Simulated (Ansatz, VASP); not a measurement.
One calculation of ZnS, two programs

Contents of INCAR:

```
SYSTEM = ZnS
  PREC = Accurate
  ENCUT = 500
  EDIFF = 1E-6
  ISMEAR = 0
  SIGMA = 0.02
  LREAL = .FALSE.
  LASPH = .TRUE.
  NELM = 120
  ALGO = Normal
  ISIF = 2
  LWAVE = .FALSE.
  LCHARG = .TRUE.
  GGA = PS
  LELF = .TRUE.
  LVHAR = .TRUE.
  NBANDS = 16
  GGA_COMPAT = .FALSE.
```

Contents of KPOINTS:

```
Automatic mesh
0
G
  10 10 10
  0 0 0
```

Contents of POSCAR:

```
ZnS
1.0
    0.0000000000      2.6787437526      2.6787437526
    2.6787437526      0.0000000000      2.6787437526
    2.6787437526      2.6787437526      0.0000000000
Zn S
1 1
Direct
    0.0000000000      0.0000000000      0.0000000000
    0.2500000000      0.2500000000      0.2500000000
```

Input for Ansatz:

```yaml
crystal:
  lattice:
    - [0.0, 2.6787437526, 2.6787437526]
    - [2.6787437526, 0.0, 2.6787437526]
    - [2.6787437526, 2.6787437526, 0.0]
  atoms:
    - { symbol: Zn, position: [0.0, 0.0, 0.0] }
    - { symbol: S, position: [0.25, 0.25, 0.25] }
basis:
  ecutwfc: 420
kpoints:
  mp_grid: { grid: [10, 10, 10] }
  band_path: { path: [VBM, CBM], npoints: 2 }
hamiltonian:
  xc: pbesol
scf:
  occupations: { method: gaussian, width: 0.02 }
output:
  forces: true
  stress: true
  eigenvalues: true
checkpoint:
  read: start.run
  write: ck
  compress: false
  write_wavefunctions: false
  write_every: 100000
```

Alike in both runs: task single point; functional PBEsol; k mesh 10 × 10 × 10; occupations gaussian, width 0.02 eV; no spin polarisation.

|  | VASP | Ansatz |
| --- | --- | --- |
| version | VASP 6.6.1 | Ansatz 0.2.0 |
| potentials or method | VASP PAW PBE potentials, release 64 (Zn, S), cutoff 500 eV | scalar-relativistic, plane waves, PAW |
| valence electrons in the cell | 18 | 18 |

Ansatz gave:

| Property | Result |
| --- | --- |
| gap on the k mesh at the Fermi level (eV) | 2.08 |
| least direct gap on the mesh (eV) | 2.08 |
| pressure (GPa) | 0.0 |

Q: Estimate VASP's values.

A: gap on the k mesh at the Fermi level (eV): 2.09; least direct gap on the mesh (eV): 2.09; pressure (GPa): 0.1.

VASP's potentials were made for PBE, not for PBEsol. The functional is the same, so the differences come from potentials, cutoffs and numerics.
